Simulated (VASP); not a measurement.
# BaF2 (Frankdicksonite) (Fm-3m) in VASP: single point with LDA

Aim: the single point of BaF2 (Frankdicksonite) with LDA.

All numbers are computed with VASP 6.6.1; they aren't measurements. Logs are shortened: lines on timing, memory, paths and dates and some standing lists are left out, and cuts for length are marked.

### Step 1. The cell of the first run

Symmetry: Fm-3m, No. 225, cubic system. The conventional cell has a = 6.194 Å, b = 6.194 Å, c = 6.194 Å, α = 90.00°, β = 90.00°, γ = 90.00°. Within 3.5 Å of Ba (site symmetry m-3m) lie 8 F at 2.68 Å. F (site symmetry -43m) has 4 Ba at 2.68 Å and 6 F at 3.10 Å within 3.5 Å.

### Step 2. Single point, LDA

File INCAR:

```
PREC = Accurate ; ENCUT = 600
EDIFF = 1E-6 ; ISMEAR = 0
SIGMA = 0.01 ; LREAL = False
LASPH = True ; NELM = 120
ALGO = Normal ; ISIF = 2
LWAVE = False ; LCHARG = False
NBANDS = 19 ; GGA_COMPAT = False
```

File KPOINTS:

```
Automatic mesh
0
Gamma
  4 4 4
```

File POSCAR:

```
BaF2
1.0
    0.0000000000      3.0971612425      3.0971612425
    3.0971612425      0.0000000000      3.0971612425
    3.0971612425      3.0971612425      0.0000000000
Ba F
1 2
Direct
    0.0000000000      0.0000000000      0.0000000000
    0.2500000000      0.2500000000      0.2500000000
    0.7500000000      0.7500000000      0.7500000000
```

Potentials or basis: VASP PAW LDA potentials, release 64 (Ba_sv, F).

Run with:

```sh
> cat potpaw_LDA.64/Ba_sv/POTCAR potpaw_LDA.64/F/POTCAR > POTCAR
> mpirun -np 1 vasp_std > vasp.out
```

OUTCAR:

```text
PREC = Accurate
   ENCUT = 600
   EDIFF = 1E-6
   ISMEAR = 0
   LREAL = False
   LASPH = True
   NELM = 120
   ISIF = 2

 ion  position               nearest neighbor table
   1  0.000  0.000  0.000-   3 2.68   3 2.68   3 2.68   2 2.68   3 2.68   2 2.68   2 2.68   2 2.68

   2  0.250  0.250  0.250-   1 2.68   1 2.68   1 2.68   1 2.68
   3  0.750  0.750  0.750-   1 2.68   1 2.68   1 2.68   1 2.68

  LATTYP: Found a face centered cubic cell.
 ALAT       =     6.1943224850

  Lattice vectors:

 A1 = (   0.0000000000,   3.0971612425,   3.0971612425)
 A2 = (   3.0971612425,   0.0000000000,   3.0971612425)
 A3 = (   3.0971612425,   3.0971612425,   0.0000000000)

Analysis of symmetry for initial positions (statically):
=====================================================================
 Subroutine PRICEL returns:
 Original cell was already a primitive cell.

 Routine SETGRP: Setting up the symmetry group for a
 face centered cubic supercell.

 Subroutine GETGRP returns: Found 48 space group operations
 (whereof 48 operations were pure point group operations)
 out of a pool of 48 trial point group operations.

The static configuration has the point symmetry O_h .

Analysis of symmetry for dynamics (positions and initial velocities):
=====================================================================
 Subroutine PRICEL returns:
 Original cell was already a primitive cell.

 Routine SETGRP: Setting up the symmetry group for a
 face centered cubic supercell.

 Subroutine GETGRP returns: Found 48 space group operations
 (whereof 48 operations were pure point group operations)
 out of a pool of 48 trial point group operations.

The dynamic configuration has the point symmetry O_h .

 Subroutine INISYM returns: Found 48 space group operations
 (whereof 48 operations are pure point group operations),
 and found     1 'primitive' translations

----------------------------------------------------------------------------------------

                                     Primitive cell

  volume of cell :      59.4185

  direct lattice vectors                    reciprocal lattice vectors
     0.000000000  3.097161242  3.097161242    -0.161438156  0.161438156  0.161438156
[... 66 lines left out ...]
   LNONCOLLINEAR =      F non collinear calculations
   LSORBIT =      F    spin-orbit coupling
   LASPH  =      T    aspherical Exc in radial PAW
   ENCUT  =  600.0 eV  44.10 Ry    6.64 a.u.   8.75  8.75  8.75*2*pi/ulx,y,z
   NELM   =    120;   NELMIN=  2; NELMDL= -5     # of ELM steps
   EDIFF  = 0.1E-05   stopping-criterion for ELM
   LREAL  =      F    real-space projection
   EDIFFG = 0.1E-04   stopping-criterion for IOM
   NSW    =      0    number of steps for IOM
   IBRION =     -1    ionic relax: 0-MD 1-quasi-New 2-CG
   NFREE  =      0    steps in history (QN), initial steepest desc. (CG)
   ISIF   =      2    stress and relaxation
   ISYM   =      2    0-nonsym 1-usesym 2-fastsym
   POTIM  = 0.5000    time-step for ionic-motion
   TEBEG  =    0.0;   TEEND  =   0.0 temperature during run
   PSTRESS=    0.0 pullay stress
   NELECT =      24.0000    total number of electrons
   NUPDOWN=      -1.0000    fix difference up-down
   EMIN   =  10.00;   EMAX   =-10.00  energy-range for DOS
   EFERMI =   0.00;   METHOD = LEGACY
   ISMEAR =     0;   SIGMA  =   0.01  broadening in eV -4-tet -1-fermi 0-gaus
   EFERMI_NEDOS =   21; number of points for ismear=-14 and -15
   IALGO  =     38    algorithm
   IMIX   =      4    mixing-type and parameters
     AMIX     =   0.40;   BMIX     =  1.00
     AMIX_MAG =   1.60;   BMIX_MAG =  1.00
  volume/ion in A,a.u.               =      19.81       133.66
  Fermi-wavevector in a.u.,A,eV,Ry     =   1.210147  2.286846 19.925127  1.464456
  Thomas-Fermi vector in A             =   2.345703
   LORBIT       =      0    0 simple, 1 ext, 2 COOP (PROOUT), +10 PAW based schemes
   GGA     = CA    functional components
   LHFCALC =     F    Hartree Fock is set to
   AEXX    =    0.0000 exact exchange contribution
   IVDW    =     0    specifies the selected vdW correction
   LEPSILON=     F    determine dielectric tensor
   LRPA    =     F    only Hartree local field effects (RPA)
 non-spin polarized calculation
 Gauss-broadening in eV      SIGMA  =   0.01
  energy-cutoff  :      600.00
  volume of cell :       59.42
 maximum number of plane-waves:      2012
 NGX is ok and might be reduce to    36
   NGX = 17   NGY = 17   NGZ = 17

 number of electron      24.0000001 magnetization

 Free energy of the ion-electron system (eV)
  ---------------------------------------------------
  ext. energy  EPLUGINS =         0.00000000
  ---------------------------------------------------
  free energy    TOTEN  =       -18.60234180 eV

  energy without entropy =      -18.60234180  energy(sigma->0) =      -18.60234180

 E-fermi :  -2.4038     XC(G=0):  -9.3468

 val. band max:       -2.4528259070   @ k =  -0.2500   0.2500   0.0000
 cond. band min:       3.9465662352   @ k =   0.0000   0.0000   0.0000
 fundamental gap:      6.3993921423
 Fermi energy:        -2.4037537477

 k-point     1 :       0.0000    0.0000    0.0000
  band No.  band energies     occupation
      1     -25.3643      2.00000
      2     -20.9561      2.00000
      3     -20.9226      2.00000
      4     -10.2281      2.00000
      5     -10.2281      2.00000
      6     -10.2281      2.00000
[... 153 lines left out ...]
      6     -10.3492      2.00000
[... 11 lines left out ...]
     18      11.9471      0.00000
     19      12.2464      0.00000

------------------------ aborting loop because EDIFF is reached ----------------------------------------

  FORCE on cell =-STRESS in cart. coord.  units (eV):
  Direction    XX          YY          ZZ          XY          YZ          ZX
  --------------------------------------------------------------------------------------
  -------------------------------------------------------------------------------------
  Total       -1.2266098     -1.2266098     -1.2266098     -0.0000000     -0.0000000      0.0000000
  in kB      -33.0746751    -33.0746751    -33.0746751     -0.0000000     -0.0000000      0.0000000
  external PRESSURE =     -33.0746751 kB  Pullay stress =       0.0000000 kB

 VOLUME and BASIS-vectors are now :
 -----------------------------------------------------------------------------
  energy-cutoff  :      600.00
  volume of cell :       59.42
      direct lattice vectors                 reciprocal lattice vectors
     0.000000000  3.097161242  3.097161242    -0.161438156  0.161438156  0.161438156
     3.097161242  0.000000000  3.097161242     0.161438156 -0.161438156  0.161438156
     3.097161242  3.097161242  0.000000000     0.161438156  0.161438156 -0.161438156

 POSITION                                       TOTAL-FORCE (eV/Angst)
 -----------------------------------------------------------------------------------
      0.00000      0.00000      0.00000        -0.000000     -0.000000     -0.000000
      1.54858      1.54858      1.54858        -0.000000     -0.000000     -0.000000
      4.64574      4.64574      4.64574         0.000000      0.000000      0.000000
 -----------------------------------------------------------------------------------
    total drift:                                0.000000      0.000000      0.000000

  FREE ENERGIE OF THE ION-ELECTRON SYSTEM (eV)
  ---------------------------------------------------
  free  energy   TOTEN  =       -18.6023417986 eV

  energy  without entropy=      -18.6023417986  energy(sigma->0) =      -18.60234180
```

It took 25 s on 1 thread of Intel Xeon 8259CL, shared host; peak memory 0.17 GiB.

Results:

```yaml
Free_energy: -18.6023 eV
Pressure: -3.3 GPa
Band_gap_on_the_k_mesh: 6.40 eV, indirect (least direct gap 6.49 eV)
```

Caveat: the k points lie up to 0.44 Å⁻¹ apart; spin-orbit coupling is left out, which moves the levels of the heavy elements.
